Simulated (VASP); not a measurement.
# MgS (F-43m) in VASP: a series of runs, part 2 of 2

VASP 6.6.1. Earlier steps stand in the parts before.

## 5. Single point, PBE0

This run uses another cell than the first one, of 18.56 Å³/atom.

File POSCAR:

```
MgS
1.0
    0.0000000000      2.6474536371      2.6474536371
    2.6474536371      0.0000000000      2.6474536371
    2.6474536371      2.6474536371      0.0000000000
S Mg
1 1
Direct
    0.2500000000      0.2500000000      0.2500000000
    0.0000000000      0.0000000000      0.0000000000
```

File INCAR.step1:

```
SYSTEM = MgS
ALGO = Normal
EDIFF = 1E-5
ENCUT = 520
GGA = PE
ISIF = 2
ISMEAR = 0
LASPH = .True.
LREAL = .False.
LWAVE = .True.
NBANDS = 11
NELM = 60
PREC = Accurate
SIGMA = 0.05
```

File INCAR.step2:

```
SYSTEM = MgS
AEXX = 0.25
ALGO = Normal
EDIFF = 1E-6
ENCUT = 520
GGA = PE
ISIF = 2
ISMEAR = 0
ISTART = 1
LASPH = .True.
LCHARG = .True.
LELF = .True.
LHFCALC = .True.
LREAL = .False.
LVHAR = .True.
LWAVE = .False.
NBANDS = 11
NELM = 60
PREC = Accurate
PRECFOCK = Normal
SIGMA = 0.05
```

File KPOINTS:

```
k-points
0
Gamma
  6 6 6
  0 0 0
```

On the command line:

```sh
> cat potpaw_PBE.64/S/POTCAR potpaw_PBE.64/Mg/POTCAR > POTCAR
> cp INCAR.step1 INCAR
> mpirun -np 1 vasp_std > vasp.out
> cp INCAR.step2 INCAR
> mpirun -np 1 vasp_std > vasp.out
```

Wall time 21 min (1 thread of Intel Xeon 8259CL, shared host); peak memory 0.18 GiB.

The run converged. Its results:

```
Free energy            : -10.0220 eV
Pressure               : 17.7 GPa
Band gap on the k mesh : 5.36 eV (least direct gap 6.38 eV)
```

Levels at points of the mesh, in eV from the valence-band top:
```
           k point  band 1  band 2  band 3  band 4  band 5  band 6  band 7  band 8
(0.00, 0.00, 0.00)  -13.30    0.00    0.00    0.00    6.38   10.51   10.51   10.51
(0.50, 0.00, 0.00)  -12.16   -4.27   -0.43   -0.43    7.73    9.88    9.88   11.59
(0.50, 0.50, 0.00)  -11.79   -3.78   -1.42   -1.42    5.36    7.73   15.68   16.24
```

Caveat: the cell stands under pressure; the PAW data sets were made with another functional, which shifts forces and pressure a little.

## 6. Single point, PBE0

This run uses another cell than the first one, of 18.92 Å³/atom.

File POSCAR:

```
MgS
1.0
    0.0000000000      2.6646453762      2.6646453762
    2.6646453762      0.0000000000      2.6646453762
    2.6646453762      2.6646453762      0.0000000000
S Mg
1 1
Direct
    0.2500000000      0.2500000000      0.2500000000
    0.0000000000      0.0000000000      0.0000000000
```

File INCAR.step1:

```
PREC = Accurate ; ENCUT = 520
EDIFF = 1E-5 ; ISMEAR = 0
SIGMA = 0.05 ; LREAL = F
LASPH = T ; NELM = 80
ALGO = Normal ; ISIF = 2
LWAVE = T ; GGA = PE
NBANDS = 11
```

File INCAR.step2:

```
PREC = Accurate ; ENCUT = 520
EDIFF = 1E-6 ; ISMEAR = 0
SIGMA = 0.05 ; LREAL = F
LASPH = T ; NELM = 80
ALGO = Normal ; ISIF = 2
LWAVE = F ; LCHARG = T
GGA = PE ; LHFCALC = T
AEXX = 0.25 ; PRECFOCK = Normal
LELF = T ; LVHAR = T
ISTART = 1 ; NBANDS = 11
```

File KPOINTS:

```
Automatic mesh
0
Gamma
  6 6 6
```

Potentials or basis: VASP PAW PBE potentials, release 64 (S, Mg).

On the command line:

```sh
> cat potpaw_PBE.64/S/POTCAR potpaw_PBE.64/Mg/POTCAR > POTCAR
> cp INCAR.step1 INCAR
> mpirun -np 1 vasp_std > vasp.out
> cp INCAR.step2 INCAR
> mpirun -np 1 vasp_std > vasp.out
```

OUTCAR:

```text
PREC = Accurate
   ENCUT = 520
   EDIFF = 1E-6
   ISMEAR = 0
   LREAL = F
   LASPH = T
   NELM = 80
   ISIF = 2
   GGA = PE
   LHFCALC = T
   AEXX = 0.25
   PRECFOCK = Normal
   ISTART = 1

 ion  position               nearest neighbor table
   1  0.250  0.250  0.250-   2 2.31   2 2.31   2 2.31   2 2.31
   2  0.000  0.000  0.000-   1 2.31   1 2.31   1 2.31   1 2.31

  LATTYP: Found a face centered cubic cell.
 ALAT       =     5.3292907524

  Lattice vectors:

 A1 = (   0.0000000000,   2.6646453762,   2.6646453762)
 A2 = (   2.6646453762,   0.0000000000,   2.6646453762)
 A3 = (   2.6646453762,   2.6646453762,   0.0000000000)

Analysis of symmetry for initial positions (statically):
=====================================================================
 Subroutine PRICEL returns:
 Original cell was already a primitive cell.

 Routine SETGRP: Setting up the symmetry group for a
 face centered cubic supercell.

 Subroutine GETGRP returns: Found 24 space group operations
 (whereof 24 operations were pure point group operations)
 out of a pool of 48 trial point group operations.

The static configuration has the point symmetry T_d .

Analysis of symmetry for dynamics (positions and initial velocities):
=====================================================================
 Subroutine PRICEL returns:
 Original cell was already a primitive cell.

 Routine SETGRP: Setting up the symmetry group for a
 face centered cubic supercell.

 Subroutine GETGRP returns: Found 24 space group operations
 (whereof 24 operations were pure point group operations)
 out of a pool of 48 trial point group operations.

The dynamic configuration has the point symmetry T_d .

 Subroutine INISYM returns: Found 24 space group operations
 (whereof 24 operations are pure point group operations),
 and found     1 'primitive' translations

----------------------------------------------------------------------------------------

                                     Primitive cell

  volume of cell :      37.8397

  direct lattice vectors                    reciprocal lattice vectors
     0.000000000  2.664645376  2.664645376    -0.187642230  0.187642230  0.187642230
     2.664645376  0.000000000  2.664645376     0.187642230 -0.187642230  0.187642230
     2.664645376  2.664645376  0.000000000     0.187642230  0.187642230 -0.187642230

  length of vectors
     3.768377630  3.768377630  3.768377630     0.325005876  0.325005876  0.325005876

  position of ions in fractional coordinates (direct lattice)
     0.250000000  0.250000000  0.250000000
     0.000000000  0.000000000  0.000000000

  ion indices of the primitive-cell ions
   primitive index   ion index
                 1           1
                 2           2

----------------------------------------------------------------------------------------

 KPOINTS: Automatic mesh

Automatic generation of k-mesh.
 Grid dimensions read from file:
 generate k-points for:    6    6    6

 Generating k-lattice:

  Cartesian coordinates                     Fractional coordinates (reciprocal lattice)
    -0.031273705  0.031273705  0.031273705     0.166666667  0.000000000  0.000000000
[... 38 lines left out ...]
   NGX,Y,Z   is equivalent  to a cutoff of  12.35, 12.35, 12.35 a.u.
   NGXF,Y,Z  is equivalent  to a cutoff of  24.70, 24.70, 24.70 a.u.
 SYSTEM =  unknown system
   PREC   = accura    normal or accurate (medium, high low for compatibility)
   ISTART =      1    job   : 0-new  1-cont  2-samecut
   ICHARG =      0    charge: 1-file 2-atom 10-const
   ISPIN  =      1    spin polarized calculation?
   LNONCOLLINEAR =      F non collinear calculations
   LSORBIT =      F    spin-orbit coupling
   LASPH  =      T    aspherical Exc in radial PAW
   ENCUT  =  520.0 eV  38.22 Ry    6.18 a.u.   7.01  7.01  7.01*2*pi/ulx,y,z
   NELM   =     80;   NELMIN=  2; NELMDL=  0     # of ELM steps
   EDIFF  = 0.1E-05   stopping-criterion for ELM
   LREAL  =      F    real-space projection
   EDIFFG = 0.1E-04   stopping-criterion for IOM
   NSW    =      0    number of steps for IOM
   IBRION =     -1    ionic relax: 0-MD 1-quasi-New 2-CG
   NFREE  =      0    steps in history (QN), initial steepest desc. (CG)
   ISIF   =      2    stress and relaxation
   ISYM   =      3    0-nonsym 1-usesym 2-fastsym
   POTIM  = 0.5000    time-step for ionic-motion
   TEBEG  =    0.0;   TEEND  =   0.0 temperature during run
   PSTRESS=    0.0 pullay stress
   NELECT =       8.0000    total number of electrons
   NUPDOWN=      -1.0000    fix difference up-down
   EMIN   =  10.00;   EMAX   =-10.00  energy-range for DOS
   EFERMI =   0.00;   METHOD = LEGACY
   ISMEAR =     0;   SIGMA  =   0.05  broadening in eV -4-tet -1-fermi 0-gaus
   EFERMI_NEDOS =   21; number of points for ismear=-14 and -15
   IALGO  =     38    algorithm
   IMIX   =      1    mixing-type and parameters
     AMIX     =   0.40;   BMIX     =  1.00
     AMIX_MAG =   1.60;   BMIX_MAG =  1.00
  volume/ion in A,a.u.               =      18.92       127.68
  Fermi-wavevector in a.u.,A,eV,Ry     =   0.975264  1.842981 12.941037  0.951139
  Thomas-Fermi vector in A             =   2.105789
   LORBIT       =      0    0 simple, 1 ext, 2 COOP (PROOUT), +10 PAW based schemes
   GGA     = PE    functional components
   LHFCALC =     T    Hartree Fock is set to
   PRECFOCK=normal    Normal, Fast or Accurate (Low or Medium for compatibility)
   ENCUT4O =  -1.0   cutoff for four orbital integrals eV
   NKREDX  =     1    reduce k-point grid by
   NKREDY  =     1    reduce k-point grid by
   NKREDZ  =     1    reduce k-point grid by
   AEXX    =    0.2500 exact exchange contribution
   HFSCREEN=    0.0000 screening length (either q_TF or 0.3 A-1)
   HFSCREENC=   0.0000 screening length for correlation (either q_TF or 0.3 A-1)
   ENCUTFOCK=  -1.0 apply spherical cutoff to Coloumb kernel
   IVDW    =     0    specifies the selected vdW correction
   LEPSILON=     F    determine dielectric tensor
   LRPA    =     F    only Hartree local field effects (RPA)
 non-spin polarized calculation
 Gauss-broadening in eV      SIGMA  =   0.05
  energy-cutoff  :      520.00
  volume of cell :       37.84
 maximum number of plane-waves:      1034
  NGX = 24; NGY = 24; NGZ = 24

 number of electron       8.0000001 magnetization

 Free energy of the ion-electron system (eV)
  ---------------------------------------------------
  ext. energy  EPLUGINS =         0.00000000
  ---------------------------------------------------
  free energy    TOTEN  =       -10.09726550 eV

  energy without entropy =      -10.09726550  energy(sigma->0) =      -10.09726550

 E-fermi :   1.4440     XC(G=0):  -7.2055

 val. band max:        1.1762965661   @ k =   0.0000   0.0000   0.0000
 cond. band min:       6.5601051193   @ k =   0.5000   0.5000   0.0000
 fundamental gap:      5.3838085532
 Fermi energy:         1.4439832097

 k-point     1 :       0.0000    0.0000    0.0000
  band No.  band energies     occupation
      1     -12.0321      2.00000
      2       1.1763      2.00000
      3       1.1763      2.00000
      4       1.1763      2.00000
      5       7.4367      0.00000
      6      11.6333      0.00000
      7      11.6333      0.00000
      8      11.6333      0.00000
      9      14.5824      0.00000
     10      14.5824      0.00000
     11      18.3371      0.00000
[... 197 lines left out ...]
 k-point    16 :      -0.3333    0.5000    0.1667
  band No.  band energies     occupation
      1     -10.5659      2.00000
      2      -2.0985      2.00000
      3      -0.9441      2.00000
      4      -0.5440      2.00000
      5       7.9384      0.00000
      6      10.4161      0.00000
      7      13.5052      0.00000
      8      13.8545      0.00000
      9      17.6816      0.00000
     10      18.4856      0.00000
     11      18.7887      0.00000

------------------------ aborting loop because EDIFF is reached ----------------------------------------

  FORCE on cell =-STRESS in cart. coord.  units (eV):
  Direction    XX          YY          ZZ          XY          YZ          ZX
  --------------------------------------------------------------------------------------
  -------------------------------------------------------------------------------------
  Total        3.6317052      3.6317052      3.6317052     -0.0000000     -0.0000000      0.0000000
  in kB      153.7704615    153.7704615    153.7704615     -0.0000000     -0.0000000      0.0000000
  external PRESSURE =     153.7704615 kB  Pullay stress =       0.0000000 kB

 VOLUME and BASIS-vectors are now :
 -----------------------------------------------------------------------------
  energy-cutoff  :      520.00
  volume of cell :       37.84
      direct lattice vectors                 reciprocal lattice vectors
     0.000000000  2.664645376  2.664645376    -0.187642230  0.187642230  0.187642230
     2.664645376  0.000000000  2.664645376     0.187642230 -0.187642230  0.187642230
     2.664645376  2.664645376  0.000000000     0.187642230  0.187642230 -0.187642230

 POSITION                                       TOTAL-FORCE (eV/Angst)
 -----------------------------------------------------------------------------------
      1.33232      1.33232      1.33232        -0.000000      0.000000      0.000000
      0.00000      0.00000      0.00000         0.000000     -0.000000     -0.000000
 -----------------------------------------------------------------------------------
    total drift:                               -0.000000      0.000001      0.000000

  FREE ENERGIE OF THE ION-ELECTRON SYSTEM (eV)
  ---------------------------------------------------
  free  energy   TOTEN  =       -10.0972654984 eV

  energy  without entropy=      -10.0972654984  energy(sigma->0) =      -10.09726550
```

Run time: 20 min. Hardware: 1 thread of Intel Xeon 8259CL, shared host; peak memory 0.18 GiB.

What came out:

```
Free energy            : -10.0973 eV
Pressure               : 15.4 GPa
Band gap on the k mesh : 5.38 eV (least direct gap 6.26 eV)
```

Caveat: the cell stands under pressure; the PAW data sets were made with another functional, which shifts forces and pressure a little.

## 7. Overview

| level | cell | smearing | screening parameter | gap on the mesh (eV) | pressure (GPa) |
| --- | --- | --- | --- | --- | --- |
| HSE06 | a = 3.952 Å, angles 60.0°, 2 atoms | fermi-dirac 0.05 eV | 0.2079 1/Å | 4.72 | 2.3 |
| HSE06 | a = 3.980 Å, angles 60.0°, 2 atoms | fermi-dirac 0.05 eV | 0.2079 1/Å | 4.61 | 1.0 |
| HSE06 | a = 4.085 Å, angles 60.0°, 2 atoms | fermi-dirac 0.05 eV | 0.2079 1/Å | 4.19 | -3.3 |
| PBE0 | a = 3.744 Å, angles 60.0°, 2 atoms | gaussian 0.05 eV | - | 5.36 | 17.7 |
| PBE0 | a = 3.768 Å, angles 60.0°, 2 atoms | gaussian 0.05 eV | - | 5.38 | 15.4 |

Alike in all rows: task single point; potentials or basis VASP PAW PBE potentials, release 64 (S, Mg); no spin polarisation; k mesh 6 × 6 × 6; cutoff (eV) 520.

Caveats: the PAW data sets were made with another functional, which shifts forces and pressure a little; the cell stands under pressure (at least some runs); the cell stands under tension (at least some runs).

Total energies depend on the potentials used, so only differences within one code and one set of settings carry meaning.
